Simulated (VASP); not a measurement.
# AlN in VASP: a series of runs

AlN is run at these levels: PBE; tasks: single point.

Program: VASP 6.6.1. These are calculated values, not measurements. Logs are shortened: lines on timing, memory, paths and dates and some standing lists are left out, and cuts for length are marked.

## (1) The cell of the first run

The structure is cubic, space group F-43m (No. 216). The conventional cell has a = 4.368 Å, b = 4.368 Å, c = 4.368 Å, α = 90.00°, β = 90.00°, γ = 90.00°. Al (site symmetry -43m) has 4 N at 1.89 Å within 2.5 Å. Within 2.5 Å of N (site symmetry -43m) lie 4 Al at 1.89 Å.

## (2) Single point, PBE

INCAR reads:

```
PREC = Accurate ; ENCUT = 600
EDIFF = 1E-6 ; ISMEAR = -1
SIGMA = 0.05 ; LREAL = F
LASPH = T ; NELM = 120
ALGO = Normal ; ISIF = 2
LWAVE = F ; LCHARG = T
GGA = PE ; LELF = T
LVHAR = T ; NBANDS = 11
GGA_COMPAT = F
```

KPOINTS reads:

```
regular mesh
0
Gamma
  8 8 8
```

POSCAR reads:

```
AlN
1.0
    0.0000000000      2.1839940000      2.1839940000
    2.1839940000      0.0000000000      2.1839940000
    2.1839940000      2.1839940000      0.0000000000
Al N
1 1
Direct
    0.0000000000      0.0000000000      0.0000000000
    0.7500000000      0.7500000000      0.7500000000
```

Potentials or basis: VASP PAW PBE potentials, release 64 (Al, N).

The run is started by

```bash
cat potpaw_PBE.64/Al/POTCAR potpaw_PBE.64/N/POTCAR > POTCAR
mpirun -np 1 vasp_std > vasp.out
```

OUTCAR:

```text
PREC = Accurate
   ENCUT = 600
   EDIFF = 1E-6
   ISMEAR = -1
   LREAL = F
   LASPH = T
   NELM = 120
   ISIF = 2
   GGA = PE

 ion  position               nearest neighbor table
   1  0.000  0.000  0.000-   2 1.89   2 1.89   2 1.89   2 1.89
   2  0.750  0.750  0.750-   1 1.89   1 1.89   1 1.89   1 1.89

  LATTYP: Found a face centered cubic cell.
 ALAT       =     4.3679880000

  Lattice vectors:

 A1 = (   0.0000000000,   2.1839940000,   2.1839940000)
 A2 = (   2.1839940000,   0.0000000000,   2.1839940000)
 A3 = (   2.1839940000,   2.1839940000,   0.0000000000)

Analysis of symmetry for initial positions (statically):
=====================================================================
 Subroutine PRICEL returns:
 Original cell was already a primitive cell.

 Routine SETGRP: Setting up the symmetry group for a
 face centered cubic supercell.

 Subroutine GETGRP returns: Found 24 space group operations
 (whereof 24 operations were pure point group operations)
 out of a pool of 48 trial point group operations.

The static configuration has the point symmetry T_d .

Analysis of symmetry for dynamics (positions and initial velocities):
=====================================================================
 Subroutine PRICEL returns:
 Original cell was already a primitive cell.

 Routine SETGRP: Setting up the symmetry group for a
 face centered cubic supercell.

 Subroutine GETGRP returns: Found 24 space group operations
 (whereof 24 operations were pure point group operations)
 out of a pool of 48 trial point group operations.

The dynamic configuration has the point symmetry T_d .

 Subroutine INISYM returns: Found 24 space group operations
 (whereof 24 operations are pure point group operations),
 and found     1 'primitive' translations

----------------------------------------------------------------------------------------

                                     Primitive cell

  volume of cell :      20.8346

  direct lattice vectors                    reciprocal lattice vectors
     0.000000000  2.183994000  2.183994000    -0.228938358  0.228938358  0.228938358
     2.183994000  0.000000000  2.183994000     0.228938358 -0.228938358  0.228938358
     2.183994000  2.183994000  0.000000000     0.228938358  0.228938358 -0.228938358

  length of vectors
     3.088633935  3.088633935  3.088633935     0.396532868  0.396532868  0.396532868

  position of ions in fractional coordinates (direct lattice)
     0.000000000  0.000000000  0.000000000
[... 80 lines left out ...]
   EDIFFG = 0.1E-04   stopping-criterion for IOM
   NSW    =      0    number of steps for IOM
   IBRION =     -1    ionic relax: 0-MD 1-quasi-New 2-CG
   NFREE  =      0    steps in history (QN), initial steepest desc. (CG)
   ISIF   =      2    stress and relaxation
   ISYM   =      2    0-nonsym 1-usesym 2-fastsym
   POTIM  = 0.5000    time-step for ionic-motion
   TEBEG  =    0.0;   TEEND  =   0.0 temperature during run
   PSTRESS=    0.0 pullay stress
   NELECT =       8.0000    total number of electrons
   NUPDOWN=      -1.0000    fix difference up-down
   EMIN   =  10.00;   EMAX   =-10.00  energy-range for DOS
   EFERMI =   0.00;   METHOD = LEGACY
   ISMEAR =    -1;   SIGMA  =   0.05  broadening in eV -4-tet -1-fermi 0-gaus
   EFERMI_NEDOS =   21; number of points for ismear=-14 and -15
   IALGO  =     38    algorithm
   IMIX   =      4    mixing-type and parameters
     AMIX     =   0.40;   BMIX     =  1.00
     AMIX_MAG =   1.60;   BMIX_MAG =  1.00
  volume/ion in A,a.u.               =      10.42        70.30
  Fermi-wavevector in a.u.,A,eV,Ry     =   1.189899  2.248583 19.263936  1.415859
  Thomas-Fermi vector in A             =   2.325996
   LORBIT       =      0    0 simple, 1 ext, 2 COOP (PROOUT), +10 PAW based schemes
   GGA     = PE    functional components
   LHFCALC =     F    Hartree Fock is set to
   AEXX    =    0.0000 exact exchange contribution
   IVDW    =     0    specifies the selected vdW correction
   LEPSILON=     F    determine dielectric tensor
   LRPA    =     F    only Hartree local field effects (RPA)
 non-spin polarized calculation
  energy-cutoff  :      600.00
  volume of cell :       20.83
 maximum number of plane-waves:       725
 NGX is ok and might be reduce to    28
   NGX = 13   NGY = 13   NGZ = 13

 number of electron       7.9999999 magnetization

 Free energy of the ion-electron system (eV)
  ---------------------------------------------------
  ext. energy  EPLUGINS =         0.00000000
  ---------------------------------------------------
  free energy    TOTEN  =       -14.84183968 eV

  energy without entropy =      -14.84183968  energy(sigma->0) =      -14.84183968

 E-fermi :   7.0341     XC(G=0): -10.9338

 val. band max:        5.9699183691   @ k =   0.0000   0.0000   0.0000
 cond. band min:       9.2878002396   @ k =   0.5000   0.5000   0.0000
 fundamental gap:      3.3178818704
 Fermi energy:         7.0340616733

 k-point     1 :       0.0000    0.0000    0.0000
  band No.  band energies     occupation
      1      -9.0115      2.00000
      2       5.9699      2.00000
      3       5.9699      2.00000
      4       5.9699      2.00000
      5      10.1660      0.00000
      6      18.5302      0.00000
      7      18.5302      0.00000
      8      18.5302      0.00000
      9      23.6585      0.00000
     10      23.6585      0.00000
     11      25.0603      0.00000
[... 309 lines left out ...]
 k-point    24 :      -0.3750    0.2500    0.1250
  band No.  band energies     occupation
      1      -6.6435      2.00000
      2       0.8299      2.00000
      3       3.7473      2.00000
      4       4.8536      2.00000
      5      13.0720      0.00000
      6      15.2249      0.00000
      7      18.1416      0.00000
      8      18.6560      0.00000
      9      23.1492      0.00000
     10      24.7434      0.00000
     11      28.0121      0.00000

 [... further k-points ...]
[... 5 lines left out ...]
  --------------------------------------------------------------------------------------
  -------------------------------------------------------------------------------------
  Total        0.5799156      0.5799156      0.5799156      0.0000000      0.0000000      0.0000000
  in kB       44.5954992     44.5954992     44.5954992      0.0000000      0.0000000      0.0000000
  external PRESSURE =      44.5954992 kB  Pullay stress =       0.0000000 kB

 VOLUME and BASIS-vectors are now :
 -----------------------------------------------------------------------------
  energy-cutoff  :      600.00
  volume of cell :       20.83
      direct lattice vectors                 reciprocal lattice vectors
     0.000000000  2.183994000  2.183994000    -0.228938358  0.228938358  0.228938358
     2.183994000  0.000000000  2.183994000     0.228938358 -0.228938358  0.228938358
     2.183994000  2.183994000  0.000000000     0.228938358  0.228938358 -0.228938358

 POSITION                                       TOTAL-FORCE (eV/Angst)
 -----------------------------------------------------------------------------------
      0.00000      0.00000      0.00000        -0.000000     -0.000000     -0.000000
      3.27599      3.27599      3.27599         0.000000      0.000000      0.000000
 -----------------------------------------------------------------------------------
    total drift:                               -0.000000     -0.000000     -0.000000

  FREE ENERGIE OF THE ION-ELECTRON SYSTEM (eV)
  ---------------------------------------------------
  free  energy   TOTEN  =       -14.8418396752 eV

  energy  without entropy=      -14.8418396751  energy(sigma->0) =      -14.84183968
```

OSZICAR:

```text
N       E                     dE             d eps       ncg     rms          rms(c)
DAV:   1     0.137645818282E+02    0.13765E+02   -0.40565E+03   638   0.676E+02
DAV:   2    -0.161851607941E+02   -0.29950E+02   -0.28567E+02   772   0.153E+02
DAV:   3    -0.172172257301E+02   -0.10321E+01   -0.10305E+01   796   0.276E+01
DAV:   4    -0.172227135630E+02   -0.54878E-02   -0.54872E-02   734   0.210E+00
DAV:   5    -0.172227797398E+02   -0.66177E-04   -0.66176E-04   785   0.226E-01    0.862E+00
DAV:   6    -0.148520552049E+02    0.23707E+01   -0.11880E+01   791   0.181E+01    0.281E+00
DAV:   7    -0.148482524589E+02    0.38027E-02   -0.16950E-01   716   0.320E+00    0.204E+00
DAV:   8    -0.148431750820E+02    0.50774E-02   -0.27889E-02   692   0.169E+00    0.576E-01
DAV:   9    -0.148417902724E+02    0.13848E-02   -0.37422E-03   770   0.391E-01    0.231E-01
DAV:  10    -0.148418300677E+02   -0.39795E-04   -0.48205E-04   701   0.144E-01    0.199E-02
DAV:  11    -0.148418396916E+02   -0.96239E-05   -0.17700E-05   755   0.296E-02    0.152E-02
DAV:  12    -0.148418396752E+02    0.16439E-07   -0.47388E-07   451   0.559E-03
   1 F= -.14841840E+02 E0= -.14841840E+02  d E =-.303391E-10
```

stdout:

```text
POSCAR found type information on POSCAR AlN
 POSCAR found :  2 types and       2 ions
 scaLAPACK will be used
 LDA part: xc-table for (Slater+PW92), standard interpolation
 POSCAR, INCAR and KPOINTS ok, starting setup
 FFT: planning ... GRIDC
 FFT: planning ... GRID_SOFT
 FFT: planning ... GRID
 WAVECAR not read
 entering main loop
```

It took 6 s on 1 thread of AMD EPYC 9R45 (Zen 5), shared host; peak memory 0.12 GiB.

Results:

- Free energy: -14.8418 eV
- Pressure: 4.5 GPa
- Band gap on the k mesh: 3.32 eV, indirect (least direct gap 4.20 eV)

## (3) Single point, PBE

This run uses another cell than the first one, of 10.10 Å³/atom, 0.970 times its volume.

INCAR reads:

```
PREC = Accurate
ENCUT = 600
EDIFF = 1E-6
ISMEAR = -1
SIGMA = 0.05
LREAL = False
LASPH = True
NELM = 120
ALGO = Normal
ISIF = 2
LWAVE = False
LCHARG = False
GGA = PE
NBANDS = 11
GGA_COMPAT = False
```

KPOINTS is that of step 2.

POSCAR reads:

```
AlN
1.0
    0.0000000000      2.1839940000      2.1184741800
    2.1839940000      0.0000000000      2.1184741800
    2.1839940000      2.1839940000      0.0000000000
Al N
1 1
Direct
    0.0000000000      0.0000000000      0.0000000000
    0.7500000000      0.7500000000      0.7500000000
```

Potentials or basis: VASP PAW PBE potentials, release 64 (Al, N).

The run is started by

```bash
cat potpaw_PBE.64/Al/POTCAR potpaw_PBE.64/N/POTCAR > POTCAR
mpirun -np 1 vasp_std > vasp.out
```

Run time: 7.5 s. Hardware: 1 thread of AMD EPYC 9R45 (Zen 5), shared host; peak memory 0.12 GiB.

Results (log left out):

```
Free energy            : -14.8059 eV
Pressure               : 11.2 GPa
Band gap on the k mesh : 3.16 eV, indirect (least direct gap 4.38 eV)
```

Stress tensor (GPa, compression positive):
```
10.06  0.00  0.00
 0.00 10.06  0.00
 0.00  0.00 13.52
```

Levels at points of the mesh, in eV from the valence-band top:
```
           k point  band 1  band 2  band 3  band 4  band 5  band 6  band 7  band 8  band 9
(0.00, 0.00, 0.00)  -15.24   -0.12   -0.12    0.00    4.38   12.76   12.80   12.80   17.35
(0.50, 0.00, 0.00)  -13.10   -6.07   -0.69   -0.44    7.54   10.00   10.97   11.60   18.27
(0.50, 0.50, 0.00)  -12.35   -4.88   -2.06   -2.06    3.16    8.40   14.66   15.86   15.86
(0.50, 0.00, 0.50)  -12.48   -5.18   -1.80   -1.80    3.30    8.87   14.10   15.66   16.58
```

A k mesh can miss the band edges. A hybrid or GW would open this gap; PBE tends to underestimate it.

## (4) Single point, PBE

This run uses another cell than the first one, of 10.26 Å³/atom, 0.985 times its volume.

INCAR reads:

```
SYSTEM = AlN
PREC = Accurate ; ENCUT = 600
EDIFF = 1E-6 ; ISMEAR = -1
SIGMA = 0.05 ; LREAL = .FALSE.
LASPH = .TRUE. ; NELM = 120
ALGO = Normal ; ISIF = 2
LWAVE = .FALSE. ; LCHARG = .FALSE.
GGA = PE ; NBANDS = 11
GGA_COMPAT = .FALSE.
```

KPOINTS reads:

```
regular mesh
0
G
  8 8 8
  0 0 0
```

POSCAR reads:

```
AlN
1.0
    0.0000000000      2.1839940000      2.1512340900
    2.1839940000      0.0000000000      2.1512340900
    2.1839940000      2.1839940000      0.0000000000
Al N
1 1
Direct
    0.0000000000      0.0000000000      0.0000000000
    0.7500000000      0.7500000000      0.7500000000
```

The run is started by

```bash
cat potpaw_PBE.64/Al/POTCAR potpaw_PBE.64/N/POTCAR > POTCAR
mpirun -np 1 vasp_std > vasp.out
```

Run time: 7.5 s. Hardware: 1 thread of AMD EPYC 9R45 (Zen 5), shared host; peak memory 0.11 GiB.

The run converged. Its results:

```yaml
Free_energy: -14.8283 eV
Pressure: 7.7 GPa
Band_gap_on_the_k_mesh: 3.24 eV, indirect (least direct gap 4.29 eV)
```

Stress tensor (GPa, compression positive):
```
7.12 0.00 0.00
0.00 7.12 0.00
0.00 0.00 8.97
```

Levels at points of the mesh, in eV from the valence-band top:
```
           k point  band 2  band 3  band 4  band 5  band 6  band 7
(0.00, 0.00, 0.00)   -0.06   -0.06    0.00    4.29   12.66   12.68
(0.50, 0.00, 0.00)   -5.96   -0.59   -0.46    7.47    9.93   11.06
(0.50, 0.50, 0.00)   -4.89   -1.91   -1.91    3.24    8.51   14.30
(0.50, 0.00, 0.50)   -5.04   -1.79   -1.79    3.31    8.74   14.03
```

## (5) Summary

| cell | gap on the mesh (eV) | pressure (GPa) |
| --- | --- | --- |
| a = 3.089 Å, angles 60.0°, 2 atoms | 3.32 | 4.5 |
| a = 3.043, b = 3.043, c = 3.089 Å, angles 59.5, 59.5, 61.0°, 2 atoms | 3.16 | 11.2 |
| a = 3.066, b = 3.066, c = 3.089 Å, angles 59.8, 59.8, 60.5°, 2 atoms | 3.24 | 7.7 |

Alike in all rows: task single point; level PBE; potentials or basis VASP PAW PBE potentials, release 64 (Al, N); no spin polarisation; k mesh 8 × 8 × 8; cutoff (eV) 600; smearing fermi-dirac 0.05 eV.

Total energies depend on the potentials used, so only differences within one code and one set of settings carry meaning.
